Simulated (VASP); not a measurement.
The system is Nb.

```
CELL_PARAMETERS angstrom
-1.66395 1.66395 1.66395
1.66395 -1.66395 1.66395
1.66395 1.66395 -1.66395
ATOMIC_POSITIONS crystal
Nb 0.00000 0.00000 0.00000
```

* Program: VASP 6.6.1
* Task: relaxation of cell and atoms
* Functional: PBEsol
* Potentials or basis: VASP PAW PBE potentials, release 64 (Nb_sv)
* Cutoff: 500 eV
* k mesh: 9 × 9 × 9
* Occupations: fermi-dirac, width 0.05 eV
* Spin: no spin polarisation

At the start: pressure -9.1 GPa; volume 18.43 Å³/atom.

Q: Where does the relaxation end?

A: Over 4 steps the energy falls by 28.8 meV/atom and the volume is 17.46 Å³/atom (-5.3 %); space group Im-3m (No. 229, to 0.1 Å) before and after.

The path:
| step | energy change (eV) | largest force (eV/Å) | pressure (GPa) | volume (Å³) |
| --- | --- | --- | --- | --- |
| 1 | 0.0000 | 0.0000 | -9.06 | 18.43 |
| 2 | 0.0795 | 0.0000 | 22.71 | 15.79 |
| 3 | -0.0287 | 0.0000 | -0.29 | 17.48 |
| 4 | -0.0288 | 0.0000 | -0.03 | 17.46 |

Final structure:
```
Nb
1.0
    -1.63416    1.63416    1.63416
     1.63416   -1.63416    1.63416
     1.63416    1.63416   -1.63416
Nb
1
Direct
  0.00000 0.00000 0.00000
```

Caveat: the PAW data sets were made with another functional, which shifts forces and pressure a little.
